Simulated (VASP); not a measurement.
# KCl in VASP: notebook, part 2 of 2

VASP 6.6.1. Earlier steps stand in the parts before.

### Step 4. Electric field gradients, PBEsol (equal xy, yz and zx shear strains of -1 %)

INCAR reads:

```
SYSTEM = KCl
  PREC = Accurate
  ENCUT = 400
  EDIFF = 1E-8
  ISMEAR = -1
  SIGMA = 0.01
  LREAL = .False.
  LASPH = .True.
  NELM = 120
  ALGO = Normal
  ISIF = 2
  LWAVE = .False.
  LCHARG = .False.
  GGA = PS
  LEFG = .True.
  NBANDS = 15
  GGA_COMPAT = .False.
```

KPOINTS reads:

```
Automatic mesh
0
Gamma
  7 7 7
  0 0 0
```

POSCAR reads:

```
KCl
1.0
    3.6340000000     -0.0181700000     -0.0181700000
   -0.0181700000      3.6340000000     -0.0181700000
   -0.0181700000     -0.0181700000      3.6340000000
K Cl
1 1
Direct
    0.0000000000      0.0000000000      0.0000000000
    0.5000000000      0.5000000000      0.5000000000
```

Potentials or basis: VASP PAW PBE potentials, release 64 (K_sv, Cl).

Command:

```
> cat potpaw_PBE.64/K_sv/POTCAR potpaw_PBE.64/Cl/POTCAR > POTCAR
> mpirun -np 1 vasp_std > vasp.out
```

OUTCAR:

```text
SYSTEM = KCl
   PREC = Accurate
   ENCUT = 400
   EDIFF = 1E-8
   ISMEAR = -1
   LREAL = .False.
   LASPH = .True.
   NELM = 120
   ISIF = 2
   GGA = PS

 ion  position               nearest neighbor table
   1  0.000  0.000  0.000-   2 3.12   2 3.12   2 3.16   2 3.16   2 3.16   2 3.16   2 3.16   2 3.16

   2  0.500  0.500  0.500-   1 3.12   1 3.12   1 3.16   1 3.16   1 3.16   1 3.16   1 3.16   1 3.16

  LATTYP: Found a trigonal (rhomboedric) cell.
 ALAT       =     3.6340908489
 COS(alpha) =    -0.0099745013

  Lattice vectors:

 A1 = (   3.6340000000,  -0.0181700000,  -0.0181700000)
 A2 = (  -0.0181700000,   3.6340000000,  -0.0181700000)
 A3 = (  -0.0181700000,  -0.0181700000,   3.6340000000)

Analysis of symmetry for initial positions (statically):
=====================================================================
 Subroutine PRICEL returns:
 Original cell was already a primitive cell.

 Routine SETGRP: Setting up the symmetry group for a
 trigonal (rhombohedral) supercell.

 Subroutine GETGRP returns: Found 12 space group operations
 (whereof 12 operations were pure point group operations)
 out of a pool of 12 trial point group operations.

The static configuration has the point symmetry D_3d.

Analysis of symmetry for dynamics (positions and initial velocities):
=====================================================================
 Subroutine PRICEL returns:
 Original cell was already a primitive cell.

 Routine SETGRP: Setting up the symmetry group for a
 trigonal (rhombohedral) supercell.

 Subroutine GETGRP returns: Found 12 space group operations
[... 578 lines left out ...]
      6      -1.7205      2.00000
      7      -1.1362      2.00000
      8      -0.4716      2.00000
      9       7.2860      0.00000
     10       8.2557      0.00000
     11       8.9247      0.00000
     12       9.5735      0.00000
     13      10.4633      0.00000
     14      10.8607      0.00000
     15      13.1768      0.00000

 [... further k-points ...]

------------------------ aborting loop because EDIFF is reached ----------------------------------------

  FORCE on cell =-STRESS in cart. coord.  units (eV):
  Direction    XX          YY          ZZ          XY          YZ          ZX
  --------------------------------------------------------------------------------------
  -------------------------------------------------------------------------------------
  Total        0.7213004      0.7213004      0.7213004      0.0446448      0.0446448      0.0446448
  in kB       24.0826730     24.0826730     24.0826730      1.4905931      1.4905931      1.4905931
  external PRESSURE =      24.0826730 kB  Pullay stress =       0.0000000 kB

 VOLUME and BASIS-vectors are now :
 -----------------------------------------------------------------------------
  energy-cutoff  :      400.00
  volume of cell :       47.99
      direct lattice vectors                 reciprocal lattice vectors
     3.634000000 -0.018170000 -0.018170000     0.275192695  0.001382878  0.001382878
    -0.018170000  3.634000000 -0.018170000     0.001382878  0.275192695  0.001382878
    -0.018170000 -0.018170000  3.634000000     0.001382878  0.001382878  0.275192695

 POSITION                                       TOTAL-FORCE (eV/Angst)
 -----------------------------------------------------------------------------------
      0.00000      0.00000      0.00000        -0.000000      0.000000      0.000000
      1.79883      1.79883      1.79883         0.000000     -0.000000      0.000000
 -----------------------------------------------------------------------------------
    total drift:                                0.000000      0.000000     -0.000000

  FREE ENERGIE OF THE ION-ELECTRON SYSTEM (eV)
  ---------------------------------------------------
  free  energy   TOTEN  =        -6.8847554498 eV

  energy  without entropy=       -6.8847554498  energy(sigma->0) =       -6.88475545

 Electric field gradients (V/A^2)
---------------------------------------------------------------------
 ion       V_xx      V_yy      V_zz      V_xy      V_xz      V_yz
---------------------------------------------------------------------
   1      -0.000    -0.000     0.000    -1.208    -1.208    -1.208
   2      -0.000    -0.000    -0.000    -0.426    -0.426    -0.426
---------------------------------------------------------------------

 Electric field gradients after diagonalization (V/A^2)
 (convention: |V_zz| > |V_xx| > |V_yy|)
----------------------------------------------------------------------
 ion       V_xx      V_yy      V_zz     asymmetry (V_yy - V_xx)/ V_zz
----------------------------------------------------------------------
   1       1.208     1.208    -2.415       0.000
   2       0.426     0.426    -0.852       0.000
----------------------------------------------------------------------

           NMR quadrupolar parameters

 Cq : quadrupolar parameter    Cq=e*Q*V_zz/h
 eta: asymmetry parameters     (V_yy - V_xx)/ V_zz
 Q  : nuclear electric quadrupole moment in mb (millibarn)
----------------------------------------------------------------------
 ion       Cq(MHz)       eta       Q (mb)
----------------------------------------------------------------------
   1      -0.006       0.000       1.000
   2      -0.002       0.000       1.000
----------------------------------------------------------------------
```

stdout:

```text
POSCAR found type information on POSCAR K Cl
 POSCAR found :  2 types and       2 ions
 scaLAPACK will be used
 -----------------------------------------------------------------------------
|                                                                             |
|                                                                             |
|     You enforced a specific xc type in the INCAR file but a different       |
|     I HOPE YOU KNOW WHAT YOU ARE DOING!                                     |
|                                                                             |
 -----------------------------------------------------------------------------

 LDA part: xc-table for (Slater+PW92), standard interpolation
 POSCAR, INCAR and KPOINTS ok, starting setup
 FFT: planning ... GRIDC
 FFT: planning ... GRID_SOFT
 FFT: planning ... GRID
 WAVECAR not read
 entering main loop
ion   1

ion   2
```

It took 23 s on 1 thread of Intel Xeon 8259CL, shared host; peak memory 0.15 GiB.

What came out:

```yaml
Free_energy: -6.8848 eV
Pressure: 2.4 GPa
Band_gap_on_the_k_mesh: 5.39 eV (least direct gap 5.60 eV)
Largest_electric_field_gradient_by_atom: K -2.4; Cl -0.9 V/Å²
```

Stress tensor (GPa, compression positive):
```
2.41 0.15 0.15
0.15 2.41 0.15
0.15 0.15 2.41
```

Levels at points of the mesh, in eV from the valence-band top:
```csv
k point,band 5,band 6,band 7,band 8,band 9,band 10,band 11,band 12
"(0.00, 0.00, 0.00)",-11.03,-0.21,-0.20,-0.20,5.39,6.25,6.25,11.00
```

Electric field gradients, principal values (V/Å²):
| atom | least | middle | greatest (by size) |
| --- | --- | --- | --- |
| 1 K | 1.208 | 1.208 | -2.415 |
| 2 Cl | 0.426 | 0.426 | -0.852 |

Caveat: the cell differs from its parent crystal (equal xy, yz and zx shear strains of -1 %); without QUAD_EFG the Cq values of the log hold for a quadrupole moment of 1 mb, not for the nuclei; the PAW data sets were made with another functional, which shifts forces and pressure a little. A k mesh can miss the band edges.
